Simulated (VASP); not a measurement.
# C in VASP: a series of runs

Aim: see how the results for C move with the level of theory and the settings. Levels: LDA, PBE. Tasks: single point.

Program: VASP 6.6.1. These are calculated values, not measurements. Logs are shortened: lines on timing, memory, paths and dates and some standing lists are left out, and cuts for length are marked.

**1. The cell of the first run**

The cell holds a slab with vacuum, 2 atoms: a = 2.488 Å, b = 2.488 Å, c = 8.636 Å, α = 90.00°, β = 90.00°, γ = 120.00°.

**2. Single point, LDA (volume scaled by 1.04)**

Contents of INCAR:

```
  ALGO = Normal
  EDIFF = 1E-6
  ENCUT = 520
  GGA = CA
  ISIF = 2
  ISMEAR = -1
  LASPH = T
  LCHARG = F
  LREAL = F
  LWAVE = F
  NBANDS = 11
  NELM = 60
  PREC = Accurate
  SIGMA = 0.05
```

Contents of KPOINTS:

```
k-points
0
Gamma
  12 12 3
```

Contents of POSCAR:

```
C
1.0
    2.4884918972      0.0000000000      0.0000000000
   -1.2442459486      2.1550972001      0.0000000000
    0.0000000000      0.0000000000      8.6359715305
C
2
Direct
    0.6666666667      0.3333333333      0.0000000000
    0.3333333333      0.6666666667      0.0000000000
```

Potentials or basis: VASP PAW LDA potentials, release 64 (C).

Command:

```bash
cat potpaw_LDA.64/C/POTCAR > POTCAR
mpirun -np 1 vasp_std > vasp.out
```

OUTCAR:

```text
EDIFF = 1E-6
   ENCUT = 520
   GGA = CA
   ISIF = 2
   ISMEAR = -1
   LASPH = T
   LREAL = F
   NELM = 60
   PREC = Accurate

 ion  position               nearest neighbor table
   1  0.667  0.333  0.000-   2 1.44   2 1.44   2 1.44
   2  0.333  0.667  0.000-   1 1.44   1 1.44   1 1.44

  LATTYP: Found a hexagonal cell.
 ALAT       =     2.4884918972
 C/A-ratio  =     3.4703635323

  Lattice vectors:

 A1 = (   2.4884918972,   0.0000000000,   0.0000000000)
 A2 = (  -1.2442459486,   2.1550972001,   0.0000000000)
 A3 = (   0.0000000000,   0.0000000000,   8.6359715305)

Analysis of symmetry for initial positions (statically):
=====================================================================
 Subroutine PRICEL returns:
 Original cell was already a primitive cell.

 Routine SETGRP: Setting up the symmetry group for a
 hexagonal supercell.

 Subroutine GETGRP returns: Found 24 space group operations
 (whereof 24 operations were pure point group operations)
 out of a pool of 24 trial point group operations.

The static configuration has the point symmetry D_6h.

Analysis of symmetry for dynamics (positions and initial velocities):
=====================================================================
 Subroutine PRICEL returns:
 Original cell was already a primitive cell.

 Routine SETGRP: Setting up the symmetry group for a
 hexagonal supercell.

 Subroutine GETGRP returns: Found 24 space group operations
 (whereof 24 operations were pure point group operations)
 out of a pool of 24 trial point group operations.

The dynamic configuration has the point symmetry D_6h.

 Subroutine INISYM returns: Found 24 space group operations
 (whereof 24 operations are pure point group operations),
 and found     1 'primitive' translations

----------------------------------------------------------------------------------------

                                     Primitive cell

  volume of cell :      46.3142

  direct lattice vectors                    reciprocal lattice vectors
     2.488491897  0.000000000  0.000000000     0.401849812  0.232008097  0.000000000
    -1.244245949  2.155097200  0.000000000     0.000000000  0.464016194  0.000000000
     0.000000000  0.000000000  8.635971531     0.000000000  0.000000000  0.115794731

  length of vectors
     2.488491897  2.488491897  8.635971531     0.464016194  0.464016194  0.115794731

  position of ions in fractional coordinates (direct lattice)
     0.666666667  0.333333333  0.000000000
     0.333333333  0.666666667  0.000000000

  ion indices of the primitive-cell ions
   primitive index   ion index
                 1           1
                 2           2

----------------------------------------------------------------------------------------

 KPOINTS: k-points

Automatic generation of k-mesh.
 Grid dimensions read from file:
 generate k-points for:   12   12    3

 Generating k-lattice:

  Cartesian coordinates                     Fractional coordinates (reciprocal lattice)
     0.033487484  0.019334008  0.000000000     0.083333333  0.000000000  0.000000000
     0.000000000  0.038668016  0.000000000     0.000000000  0.083333333  0.000000000
     0.000000000  0.000000000  0.038598244     0.000000000  0.000000000  0.333333333

  Length of vectors
     0.038668016  0.038668016  0.038598244

  Shift w.r.t. Gamma in fractional coordinates (k-lattice)
     0.000000000  0.000000000  0.000000000

 Subroutine IBZKPT returns following result:
 ===========================================

 Found     38 irreducible k-points:

 Following reciprocal coordinates:
            Coordinates               Weight
  0.000000  0.000000  0.000000      1.000000
  0.083333  0.000000  0.000000      6.000000
  0.166667  0.000000  0.000000      6.000000
  0.250000  0.000000  0.000000      6.000000
  0.333333  0.000000  0.000000      6.000000
  0.416667  0.000000  0.000000      6.000000
[... 16 lines left out ...]
  0.250000  0.000000  0.333333     12.000000
  0.333333  0.000000  0.333333     12.000000
 [... further k-points ...]
   k-points           NKPTS =     38   k-points in BZ     NKDIM =     38   number of bands    NBANDS=     11
   number of dos      NEDOS =    301   number of ions     NIONS =      2
   total plane-waves  NPLWV =  25600
   dimension x,y,z NGX =    20 NGY =   20 NGZ =   64
   dimension x,y,z NGXF=    40 NGYF=   40 NGZF=  128
   ions per type =               2
   NGX,Y,Z   is equivalent  to a cutoff of  13.36, 13.36, 12.32 a.u.
   NGXF,Y,Z  is equivalent  to a cutoff of  26.72, 26.72, 24.64 a.u.
 SYSTEM =  unknown system
   PREC   = accura    normal or accurate (medium, high low for compatibility)
   ISTART =      0    job   : 0-new  1-cont  2-samecut
   ICHARG =      2    charge: 1-file 2-atom 10-const
   ISPIN  =      1    spin polarized calculation?
   LNONCOLLINEAR =      F non collinear calculations
   LSORBIT =      F    spin-orbit coupling
   LASPH  =      T    aspherical Exc in radial PAW
   ENCUT  =  520.0 eV  38.22 Ry    6.18 a.u.   4.63  4.63 16.06*2*pi/ulx,y,z
   NELM   =     60;   NELMIN=  2; NELMDL= -5     # of ELM steps
   EDIFF  = 0.1E-05   stopping-criterion for ELM
   LREAL  =      F    real-space projection
   EDIFFG = 0.1E-04   stopping-criterion for IOM
   NSW    =      0    number of steps for IOM
   IBRION =     -1    ionic relax: 0-MD 1-quasi-New 2-CG
   NFREE  =      0    steps in history (QN), initial steepest desc. (CG)
   ISIF   =      2    stress and relaxation
   ISYM   =      2    0-nonsym 1-usesym 2-fastsym
   POTIM  = 0.5000    time-step for ionic-motion
   TEBEG  =    0.0;   TEEND  =   0.0 temperature during run
   PSTRESS=    0.0 pullay stress
   NELECT =       8.0000    total number of electrons
   NUPDOWN=      -1.0000    fix difference up-down
   EMIN   =  10.00;   EMAX   =-10.00  energy-range for DOS
   EFERMI =   0.00;   METHOD = LEGACY
   ISMEAR =    -1;   SIGMA  =   0.05  broadening in eV -4-tet -1-fermi 0-gaus
   EFERMI_NEDOS =   21; number of points for ismear=-14 and -15
   IALGO  =     38    algorithm
   IMIX   =      4    mixing-type and parameters
     AMIX     =   0.40;   BMIX     =  1.00
     AMIX_MAG =   1.60;   BMIX_MAG =  1.00
  volume/ion in A,a.u.               =      23.16       156.27
  Fermi-wavevector in a.u.,A,eV,Ry     =   0.911731  1.722922 11.309890  0.831253
  Thomas-Fermi vector in A             =   2.036044
   LORBIT       =      0    0 simple, 1 ext, 2 COOP (PROOUT), +10 PAW based schemes
   GGA     = CA    functional components
   LHFCALC =     F    Hartree Fock is set to
   AEXX    =    0.0000 exact exchange contribution
   IVDW    =     0    specifies the selected vdW correction
   LEPSILON=     F    determine dielectric tensor
   LRPA    =     F    only Hartree local field effects (RPA)
 non-spin polarized calculation
  energy-cutoff  :      520.00
  volume of cell :       46.31
 maximum number of plane-waves:      1269
 NGX is ok and might be reduce to    20
   NGX =  9   NGY =  9   NGZ = 33

 number of electron       8.0000001 magnetization

 Free energy of the ion-electron system (eV)
  ---------------------------------------------------
  ext. energy  EPLUGINS =         0.00000000
  ---------------------------------------------------
  free energy    TOTEN  =       -20.13318021 eV

  energy without entropy =      -20.13125480  energy(sigma->0) =      -20.13221751

 E-fermi :  -1.0990     XC(G=0):  -5.0219

 val. band max:       -1.0989942892   @ k =   0.3333   0.3333   0.3333
 cond. band min:      -1.0989438801   @ k =   0.3333   0.3333   0.0000
 fundamental gap:      0.0000504091
 Fermi energy:        -1.0989774873

 k-point     1 :       0.0000    0.0000    0.0000
  band No.  band energies     occupation
      1     -20.1824      2.00000
      2      -8.5564      2.00000
      3      -4.1459      2.00000
      4      -4.1459      2.00000
      5       2.1598      0.00000
      6       4.4358      0.00000
      7       6.0098      0.00000
      8       6.9784      0.00000
      9       6.9784      0.00000
     10       9.9015      0.00000
     11      11.0761      0.00000

 k-point     2 :       0.0833    0.0000    0.0000
  band No.  band energies     occupation
      1     -20.0219      2.00000
      2      -8.3644      2.00000
      3      -4.7736      2.00000
      4      -4.4741      2.00000
      5       2.3780      0.00000
      6       4.6484      0.00000
      7       6.2153      0.00000
      8       7.0517      0.00000
      9       7.6510      0.00000
     10       9.3715      0.00000
     11      11.3619      0.00000

 k-point     3 :       0.1667    0.0000    0.0000
  band No.  band energies     occupation
      1     -19.5422      2.00000
      2      -7.7937      2.00000
      3      -6.3581      2.00000
      4      -5.2434      2.00000
      5       3.0324      0.00000
      6       5.2807      0.00000
      7       6.7671      0.00000
      8       7.0967      0.00000
      9       7.9412      0.00000
     10       9.4322      0.00000
     11      12.2775      0.00000

 k-point     4 :       0.2500    0.0000    0.0000
  band No.  band energies     occupation
      1     -18.7491      2.00000
      2      -8.3949      2.00000
      3      -6.8630      2.00000
      4      -6.0986      2.00000
      5       4.1209      0.00000
      6       5.8313      0.00000
      7       6.4360      0.00000
      8       6.6988      0.00000
      9       7.9700      0.00000
     10      11.8896      0.00000
     11      13.5761      0.00000
[... 239 lines left out ...]
 k-point    22 :       0.1667    0.0000    0.3333
  band No.  band energies     occupation
      1     -19.5422      2.00000
      2      -7.7939      2.00000
      3      -6.3581      2.00000
      4      -5.2434      2.00000
      5       3.3437      0.00000
      6       4.3388      0.00000
      7       6.9825      0.00000
      8       7.9174      0.00000
      9       8.2156      0.00000
     10       9.4322      0.00000
     11      11.4398      0.00000

 k-point    23 :       0.2500    0.0000    0.3333
  band No.  band energies     occupation
      1     -18.7491      2.00000
      2      -8.3949      2.00000
      3      -6.8631      2.00000
      4      -6.0986      2.00000
      5       4.4233      0.00000
      6       5.3711      0.00000
      7       5.9697      0.00000
      8       6.7218      0.00000
      9       9.2233      0.00000
     10      11.8900      0.00000
     11      12.4276      0.00000

 k-point    24 :       0.3333    0.0000    0.3333
  band No.  band energies     occupation
      1     -17.6544      2.00000
      2     -10.5390      2.00000
      3      -6.8122      2.00000
      4      -5.6216      2.00000
      5       3.6629      0.00000
      6       5.9137      0.00000
      7       6.4157      0.00000
      8       6.9544      0.00000
      9      10.6140      0.00000
     10      13.7077      0.00000
     11      14.3026      0.00000

 [... further k-points ...]
[... 5 lines left out ...]
  --------------------------------------------------------------------------------------
  -------------------------------------------------------------------------------------
  Total       -2.2520500     -2.2520500     -0.0124538     -0.0000000      0.0000000      0.0000000
  in kB      -77.9066109    -77.9066109     -0.4308228     -0.0000000      0.0000000      0.0000000
  external PRESSURE =     -52.0813482 kB  Pullay stress =       0.0000000 kB

 VOLUME and BASIS-vectors are now :
 -----------------------------------------------------------------------------
  energy-cutoff  :      520.00
  volume of cell :       46.31
      direct lattice vectors                 reciprocal lattice vectors
     2.488491897  0.000000000  0.000000000     0.401849812  0.232008097  0.000000000
    -1.244245949  2.155097200  0.000000000     0.000000000  0.464016194  0.000000000
     0.000000000  0.000000000  8.635971531     0.000000000  0.000000000  0.115794731

 POSITION                                       TOTAL-FORCE (eV/Angst)
 -----------------------------------------------------------------------------------
      1.24425      0.71837      0.00000        -0.000000      0.000000     -0.000000
     -0.00000      1.43673      0.00000         0.000000      0.000000      0.000000
 -----------------------------------------------------------------------------------
    total drift:                                0.000000     -0.000000     -0.000000

  FREE ENERGIE OF THE ION-ELECTRON SYSTEM (eV)
  ---------------------------------------------------
  free  energy   TOTEN  =       -20.1331802131 eV

  energy  without entropy=      -20.1312548044  energy(sigma->0) =      -20.13221751
```

It took 34 s on 1 thread of AMD EPYC 7R13 (Zen 3), shared host; peak memory 0.11 GiB.

Results:

* Free energy: -20.1332 eV
* Band gap on the k mesh: zero (filled and empty bands touch)

**3. Single point, LDA (volume scaled by 1.06)**

Contents of INCAR:

```
PREC = Accurate
ENCUT = 520
EDIFF = 1E-6
ISMEAR = -1
SIGMA = 0.05
LREAL = False
LASPH = True
NELM = 80
ALGO = Normal
ISIF = 2
LWAVE = False
LCHARG = False
GGA = CA
NBANDS = 11
```

Contents of KPOINTS:

```
Automatic mesh
0
Gamma
  12 12 3
```

Contents of POSCAR:

```
C
1.0
    2.5043425914      0.0000000000      0.0000000000
   -1.2521712957      2.1688243040      0.0000000000
    0.0000000000      0.0000000000      8.6909792017
C
2
Direct
    0.6666666667      0.3333333333      0.0000000000
    0.3333333333      0.6666666667      0.0000000000
```

Potentials or basis: VASP PAW LDA potentials, release 64 (C).

Command:

```bash
cat potpaw_LDA.64/C/POTCAR > POTCAR
mpirun -np 1 vasp_std > vasp.out
```

It used 24 s of CPU time on 1 thread of AMD EPYC 7R13 Processor (Zen 3) (shared host).

It converged, with:

```
Free energy            : -20.0997 eV
Band gap on the k mesh : zero (filled and empty bands touch)
```

Levels at points of the mesh, in eV from the Fermi level:
| k point | band 1 | band 2 | band 3 | band 4 | band 5 | band 6 | band 7 | band 8 | band 9 |
| --- | --- | --- | --- | --- | --- | --- | --- | --- | --- |
| (0.00, 0.00, 0.00) | -18.93 | -7.33 | -3.05 | -3.05 | 3.32 | 5.56 | 7.12 | 7.95 | 7.95 |
| (0.50, 0.00, 0.00) | -13.87 | -12.86 | -6.28 | -2.26 | 1.61 | 6.99 | 10.93 | 11.02 | 12.37 |

**4. Single point, PBE**

Contents of INCAR:

```
SYSTEM = C
  PREC = Accurate
  ENCUT = 520
  EDIFF = 1E-7
  ISMEAR = -1
  SIGMA = 0.05
  LREAL = .False.
  LASPH = .True.
  NELM = 60
  ALGO = Normal
  ISIF = 2
  LWAVE = .False.
  LCHARG = .False.
  GGA = PE
  NBANDS = 11
```

Contents of KPOINTS:

```
regular mesh
0
Gamma
  12 12 3
  0 0 0
```

Contents of POSCAR:

```
C
1.0
    2.5052935654      0.0000000000      0.0000000000
   -1.2526467827      2.1696478716      0.0000000000
    0.0000000000      0.0000000000      8.5238033600
C
2
Direct
    0.6666666667      0.3333333333      0.0000000000
    0.3333333333      0.6666666667      0.0000000000
```

Potentials or basis: VASP PAW PBE potentials, release 64 (C).

Command:

```bash
cat potpaw_PBE.64/C/POTCAR > POTCAR
mpirun -np 1 vasp_std > vasp.out
```

Run time: 27 s. Hardware: 1 thread of AMD EPYC 7R13, shared host; peak memory 0.13 GiB.

It converged, with:

```
Free energy            : -18.4167 eV
Band gap on the k mesh : zero (filled and empty bands touch)
```

Levels at points of the mesh, in eV from the Fermi level:
| k point | band 1 | band 2 | band 3 | band 4 | band 5 | band 6 | band 7 | band 8 | band 9 |
| --- | --- | --- | --- | --- | --- | --- | --- | --- | --- |
| (0.00, 0.00, 0.00) | -19.14 | -7.30 | -3.06 | -3.06 | 3.13 | 5.45 | 7.15 | 8.00 | 8.00 |
| (0.50, 0.00, 0.00) | -14.12 | -12.94 | -6.29 | -2.27 | 1.65 | 6.91 | 10.77 | 10.92 | 12.42 |

**5. The runs side by side**

```tsv
level	potentials or basis	cell	gap on the mesh (eV)
LDA	VASP PAW LDA potentials, release 64 (C)	a = 2.488, b = 2.488, c = 8.636 Å, angles 90.0, 90.0, 120.0°, 2 atoms	none
LDA	VASP PAW LDA potentials, release 64 (C)	a = 2.504, b = 2.504, c = 8.691 Å, angles 90.0, 90.0, 120.0°, 2 atoms	none
PBE	VASP PAW PBE potentials, release 64 (C)	a = 2.505, b = 2.505, c = 8.524 Å, angles 90.0, 90.0, 120.0°, 2 atoms	none
```

Alike in all rows: task single point; no spin polarisation; k mesh 12 × 12 × 3; cutoff (eV) 520; smearing fermi-dirac 0.05 eV.

Total energies depend on the potentials used, so only differences within one code and one set of settings carry meaning.
